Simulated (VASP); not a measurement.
# WC in VASP: relaxation of the atoms with PBE+D3(BJ)

Aim: the relaxation of the atoms of WC with PBE+D3(BJ).

All numbers are computed with VASP 6.6.1; they aren't measurements. Logs are shortened: lines on timing, memory, paths and dates and some standing lists are left out, and cuts for length are marked.

### 1 The cell of the first run

The cell holds a slab with vacuum, 16 atoms: a = 5.696 Å, b = 5.595 Å, c = 17.110 Å, α = 90.00°, β = 90.00°, γ = 90.00°.

### 2 Relaxation of the atoms, PBE+D3(BJ)

Input file INCAR:

```
SYSTEM = WC
  PREC = Accurate
  ENCUT = 520
  EDIFF = 1E-7
  ISMEAR = -1
  SIGMA = 0.05
  LREAL = .False.
  LASPH = .True.
  NELM = 120
  ALGO = Normal
  ISIF = 2
  LWAVE = .False.
  LCHARG = .False.
  GGA = PE
  IVDW = 12
  IBRION = 2
  NSW = 45
  EDIFFG = -0.08
  GGA_COMPAT = .False.
  NELMIN = 4
  NELMDL = -8
  KPAR = 2
  NCORE = 2
```

Input file KPOINTS:

```
Automatic mesh
0
Gamma
  3 3 1
  0 0 0
```

Input file POSCAR:

```
WC
1.0
    5.6955400000      0.0000000000      0.0000000000
    0.0000000000      5.5945400000      0.0000000000
    0.0000000000      0.0000000000     17.1104020000
W C
8 8
Selective dynamics
Direct
    0.0000000000      0.0000000000      0.0584440000  F F F
    0.2500000000      0.0000000000      0.2025809000  T T T
    0.0000000000      0.5000000000      0.0584440000  F F F
    0.2500000000      0.5000000000      0.2025809000  T T T
    0.5000000000      0.0000000000      0.0584440000  F F F
    0.7500000000      0.0000000000      0.2025809000  T T T
    0.5000000000      0.5000000000      0.0584440000  F F F
    0.7500000000      0.5000000000      0.2025809000  T T T
    0.5000000000      0.2500000000      0.1545353000  T T T
    0.2500000000      0.2500000000      0.2986722000  T T T
    0.5000000000      0.7500000000      0.1545353000  T T T
    0.2500000000      0.7500000000      0.2986722000  T T T
    1.0000000000      0.2500000000      0.1545353000  T T T
    0.7500000000      0.2500000000      0.2986722000  T T T
    1.0000000000      0.7500000000      0.1545353000  T T T
    0.7500000000      0.7500000000      0.2986722000  T T T
```

Potentials or basis: VASP PAW PBE potentials, release 64 (W_sv, C).

On the command line:

```console
$ cat potpaw_PBE.64/W_sv/POTCAR potpaw_PBE.64/C/POTCAR > POTCAR
$ mpirun -np 4 vasp_std > vasp.out
```

OUTCAR:

```text
SYSTEM = WC
   PREC = Accurate
   ENCUT = 520
   EDIFF = 1E-7
   ISMEAR = -1
   LREAL = .False.
   LASPH = .True.
   NELM = 120
   ISIF = 2
   GGA = PE
   IVDW = 12
   IBRION = 2
   NSW = 45
   EDIFFG = -0.08
   NELMIN = 4
   NELMDL = -8
 IVDW          = 12

 ion  position               nearest neighbor table
   1  0.000  0.000  0.058-  13 2.16  15 2.16   3 2.80   3 2.80   6 2.85   2 2.85   5 2.85   5 2.85

   2  0.250  0.000  0.203-   9 2.16  11 2.16  13 2.16  15 2.16  10 2.16  12 2.16   4 2.80   4 2.80
                             5 2.85   1 2.85   6 2.85   6 2.85
   3  0.000  0.500  0.058-  13 2.16  15 2.16   1 2.80   1 2.80   8 2.85   4 2.85   7 2.85   7 2.85
[... 27 lines left out ...]
 A1 = (   0.0000000000,  -5.5945400000,   0.0000000000)
 A2 = (   5.6955400000,   0.0000000000,   0.0000000000)
 A3 = (   0.0000000000,   0.0000000000,  17.1104020000)

Analysis of symmetry for initial positions (statically):
=====================================================================
 Subroutine PRICEL returns following result:

  LATTYP: Found a simple orthorhombic cell.
 ALAT       =     2.7972700000
 B/A-ratio  =     1.0180533163
 C/A-ratio  =     6.1168217584
[... 12 lines left out ...]
 Subroutine GETGRP returns: Found  4 space group operations
 (whereof  4 operations were pure point group operations)
 out of a pool of  8 trial point group operations.

The static configuration has the point symmetry C_2v.

Analysis of symmetry for dynamics (positions and initial velocities):
=====================================================================
 Subroutine PRICEL returns following result:

  LATTYP: Found a simple orthorhombic cell.
 ALAT       =     2.7972700000
 B/A-ratio  =     1.0180533163
 C/A-ratio  =     6.1168217584
[... 12 lines left out ...]
 Subroutine GETGRP returns: Found  4 space group operations
 (whereof  4 operations were pure point group operations)
 out of a pool of  8 trial point group operations.

The dynamic configuration has the point symmetry C_2v.

Analysis of constrained symmetry for selective dynamics:
=====================================================================
 Subroutine PRICEL returns following result:

  LATTYP: Found a simple orthorhombic cell.
 ALAT       =     2.7972700000
 B/A-ratio  =     1.0180533163
 C/A-ratio  =     6.1168217584
[... 12 lines left out ...]
 Subroutine GETGRP returns: Found  4 space group operations
 (whereof  4 operations were pure point group operations)
 out of a pool of  8 trial point group operations.

The constrained configuration has the point symmetry C_2v.

 Subroutine INISYM returns: Found  4 space group operations
 (whereof  4 operations are pure point group operations),
 and found     4 'primitive' translations

[... 60 lines left out ...]
   number of dos      NEDOS =    301   number of ions     NIONS =     16
   total plane-waves  NPLWV = 225792
   dimension x,y,z NGX =    42 NGY =   42 NGZ =  128
   dimension x,y,z NGXF=    84 NGYF=   84 NGZF=  256
   ions per type =               8   8
   NGX,Y,Z   is equivalent  to a cutoff of  12.26, 12.48, 12.44 a.u.
   NGXF,Y,Z  is equivalent  to a cutoff of  24.52, 24.96, 24.87 a.u.
 SYSTEM =  WC
   PREC   = accura    normal or accurate (medium, high low for compatibility)
   ISTART =      0    job   : 0-new  1-cont  2-samecut
   ICHARG =      2    charge: 1-file 2-atom 10-const
   ISPIN  =      1    spin polarized calculation?
   LNONCOLLINEAR =      F non collinear calculations
   LSORBIT =      F    spin-orbit coupling
   LASPH  =      T    aspherical Exc in radial PAW
   ENCUT  =  520.0 eV  38.22 Ry    6.18 a.u.  10.59 10.40 31.81*2*pi/ulx,y,z
   NELM   =    120;   NELMIN=  4; NELMDL= -8     # of ELM steps
   EDIFF  = 0.1E-06   stopping-criterion for ELM
   LREAL  =      F    real-space projection
   EDIFFG = -.8E-01   stopping-criterion for IOM
   NSW    =     45    number of steps for IOM
   IBRION =      2    ionic relax: 0-MD 1-quasi-New 2-CG
   NFREE  =      1    steps in history (QN), initial steepest desc. (CG)
   ISIF   =      2    stress and relaxation
   ISYM   =      2    0-nonsym 1-usesym 2-fastsym
   POTIM  = 0.5000    time-step for ionic-motion
   TEBEG  =    0.0;   TEEND  =   0.0 temperature during run
   PSTRESS=    0.0 pullay stress
   NELECT =     144.0000    total number of electrons
   NUPDOWN=      -1.0000    fix difference up-down
   EMIN   =  10.00;   EMAX   =-10.00  energy-range for DOS
   EFERMI =   0.00;   METHOD = LEGACY
   ISMEAR =    -1;   SIGMA  =   0.05  broadening in eV -4-tet -1-fermi 0-gaus
   EFERMI_NEDOS =   21; number of points for ismear=-14 and -15
   IALGO  =     38    algorithm
   IMIX   =      4    mixing-type and parameters
     AMIX     =   0.40;   BMIX     =  1.00
     AMIX_MAG =   1.60;   BMIX_MAG =  1.00
  volume/ion in A,a.u.               =      34.08       229.95
  Fermi-wavevector in a.u.,A,eV,Ry     =   1.050370  1.984912 15.011010  1.103278
  Thomas-Fermi vector in A             =   2.185371
   LORBIT       =      0    0 simple, 1 ext, 2 COOP (PROOUT), +10 PAW based schemes
   GGA     = PE    functional components
   LHFCALC =     F    Hartree Fock is set to
   AEXX    =    0.0000 exact exchange contribution
   IVDW    =    12    specifies the selected vdW correction
   LEPSILON=     F    determine dielectric tensor
   LRPA    =     F    only Hartree local field effects (RPA)
 conjugate gradient relaxation of ions
 non-spin polarized calculation
  energy-cutoff  :      520.00
  volume of cell :      545.20
 maximum number of plane-waves:     14731
 NGX is ok and might be reduce to    42
   NGX = 21   NGY = 21   NGZ = 63

--------------------------------------- Ionic step        1  -------------------------------------------

 number of electron     143.9999975 magnetization

 Free energy of the ion-electron system (eV)
  ---------------------------------------------------
  ext. energy  EPLUGINS =         0.00000000
  ---------------------------------------------------
  free energy    TOTEN  =      -149.67600555 eV

  energy without entropy =     -149.53036223  energy(sigma->0) =     -149.60318389

------------------------ aborting loop because EDIFF is reached ----------------------------------------

 Edisp (eV)   -4.40589

 E8    (eV) :    -2.0870
[... 207 lines left out ...]
--------------------------------------- Ionic step        5  -------------------------------------------

 number of electron     143.9999982 magnetization

 Free energy of the ion-electron system (eV)
  ---------------------------------------------------
  ext. energy  EPLUGINS =         0.00000000
  ---------------------------------------------------
  free energy    TOTEN  =      -151.61620775 eV

  energy without entropy =     -151.51446164  energy(sigma->0) =     -151.56533469

 E-fermi :  -0.2686     XC(G=0):  -5.5357

 val. band max:       -0.2877610662   @ k =   0.3333   0.3333   0.0000
 cond. band min:      -0.2568605532   @ k =   0.0000   0.3333   0.0000
 fundamental gap:      0.0309005131
 Fermi energy:        -0.2686025528

 k-point     1 :       0.0000    0.0000    0.0000
  band No.  band energies     occupation
      1     -74.5482      2.00000
      2     -74.5126      2.00000
      3     -74.5021      2.00000
      4     -74.4672      2.00000
      5     -74.2200      2.00000
      6     -74.1820      2.00000
[... 337 lines left out ...]
     83       1.0883      0.00000
     84       1.4201      0.00000
 [bands above 84 left out]

------------------------ aborting loop because EDIFF is reached ----------------------------------------

 Edisp (eV)   -4.40275

 E8    (eV) :    -2.0819
[... 39 lines left out ...]
  FREE ENERGIE OF THE ION-ELECTRON SYSTEM (eV)
  ---------------------------------------------------
  free  energy   TOTEN  =      -156.0189622604 eV

  energy  without entropy=     -155.9172161495  energy(sigma->0) =     -155.96808920

 reached required accuracy - stopping structural energy minimisation
```

It took 8.7 min on 4 MPI ranks of AMD EPYC 7R43 (Zen 3), shared host; peak memory 0.37 GiB.

Results:

```yaml
Free_energy: -156.0190 eV
Energy_gained_by_relaxing: 121.1 meV/atom
Ionic_steps: 5
Band_gap_on_the_k_mesh: zero (bands 72 and 73 overlap by 0.32 eV)
Dispersion_energy_per_atom: -0.275 eV
```

The path:
```tsv
step	energy change (eV)	largest force on free atoms (eV/Å)	pressure (GPa)
1	0.0000	3.6807	-1.83
2	-1.9237	0.4100	-0.88
3	-1.9359	0.1003	-1.06
4	-1.9355	0.1154	-1.11
5	-1.9371	0.0792	-1.08
```

Final structure:
```
CELL_PARAMETERS angstrom
5.69554 0.00000 0.00000
0.00000 5.59454 0.00000
0.00000 0.00000 17.11040
ATOMIC_POSITIONS crystal
W 0.00000 0.00000 0.05844
W 0.25000 0.00000 0.21202
W 0.00000 0.50000 0.05844
W 0.25000 0.50000 0.21202
W 0.50000 0.00000 0.05844
W 0.75000 0.00000 0.21202
W 0.50000 0.50000 0.05844
W 0.75000 0.50000 0.21202
C 0.50000 0.25000 0.15146
C 0.25000 0.25000 0.29383
C 0.50000 0.75000 0.15146
C 0.25000 0.75000 0.29383
C 0.00000 0.25000 0.15146
C 0.75000 0.25000 0.29383
C 0.00000 0.75000 0.15146
C 0.75000 0.75000 0.29383
```

Levels at points of the mesh, in eV from the Fermi level:
| k point | band 69 | band 70 | band 71 | band 72 | band 73 | band 74 |
| --- | --- | --- | --- | --- | --- | --- |
| (0.00, 0.00, 0.00) | -0.62 | -0.34 | -0.14 | 0.30 | 0.36 | 0.89 |

Caveat: the k points lie up to 0.37 Å⁻¹ apart; spin-orbit coupling is left out, which moves the levels of the heavy elements.
